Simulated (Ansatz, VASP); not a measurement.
**KMgF3: VASP beside Ansatz**

Contents of INCAR:

```
ALGO = Normal
EDIFF = 1E-7
ENCUT = 520
GGA = PE
ISIF = 2
ISMEAR = 0
LASPH = True
LCHARG = True
LELF = True
LREAL = False
LVHAR = True
LWAVE = False
NBANDS = 24
NELM = 80
PREC = Accurate
SIGMA = 0.05
```

File KPOINTS:

```
k-points
0
Gamma
  6 6 6
```

The input POSCAR:

```
KMgF3
1.0
    3.9859000000      0.0000000000      0.0000000000
    0.0000000000      3.9859000000      0.0000000000
    0.0000000000      0.0000000000      3.9859000000
K Mg F
1 1 3
Direct
    0.5000000000      0.5000000000      0.5000000000
    0.0000000000      0.0000000000      0.0000000000
    0.5000000000     -0.0665257641     -0.0665257641
    0.0000000000      0.4334742359     -0.0665257641
    0.0000000000     -0.0665257641      0.4334742359
```

Input for Ansatz:

```yaml
crystal:
  lattice:
    - [3.9859, 0.0, 0.0]
    - [0.0, 3.9859, 0.0]
    - [0.0, 0.0, 3.9859]
  atoms:
    - { symbol: K, position: [0.5, 0.5, 0.5] }
    - { symbol: Mg, position: [0.0, 0.0, 0.0] }
    - { symbol: F, position: [0.5, -0.0665257641, -0.0665257641] }
    - { symbol: F, position: [0.0, 0.4334742359, -0.0665257641] }
    - { symbol: F, position: [0.0, -0.0665257641, 0.4334742359] }
basis:
  ecutwfc: 420
kpoints:
  mp_grid: { grid: [6, 6, 6] }
hamiltonian:
  xc: pbe
scf:
  occupations: { method: gaussian, width: 0.05 }
output:
  forces: true
  stress: true
  eigenvalues: true
```

Change from the starting cell: all F atoms moved +0.375 Å, as atom 3 towards its neighbour atom 1 (K) at 2.818 Å.

Alike in both runs: task single point; functional PBE; k mesh 6 × 6 × 6; occupations gaussian, width 0.05 eV; no spin polarisation.

|  | VASP | Ansatz |
| --- | --- | --- |
| version | VASP 6.6.1 | Ansatz 0.2.0 |
| potentials or method | VASP PAW PBE potentials, release 64 (K_sv, Mg, F), cutoff 520 eV | scalar-relativistic, plane waves, PAW |
| valence electrons in the cell | 32 | 40 |

|  | VASP | Ansatz | Ansatz less VASP |
| --- | --- | --- | --- |
| gap on the k mesh at the Fermi level (eV) | 7.23 | 7.26 | +0.027 |
| least direct gap on the mesh (eV) | 7.55 | 7.58 | +0.025 |
| pressure (GPa) | 10.4 | 10.6 | +0.19 |
| traceless stress, the component that is largest in VASP (GPa) | -7.14 | -6.97 | +0.165 |
| rms of the force components (eV/Å) | 1.383 | 1.349 | -0.0333 |

Atom by atom the forces differ by 0.034 eV/Å (rms over components). The functional is the same, so the differences come from potentials, cutoffs and numerics. VASP's potentials hold 32 valence electrons a cell and Ansatz's 40, so a difference there can come from the potentials and not from the codes.
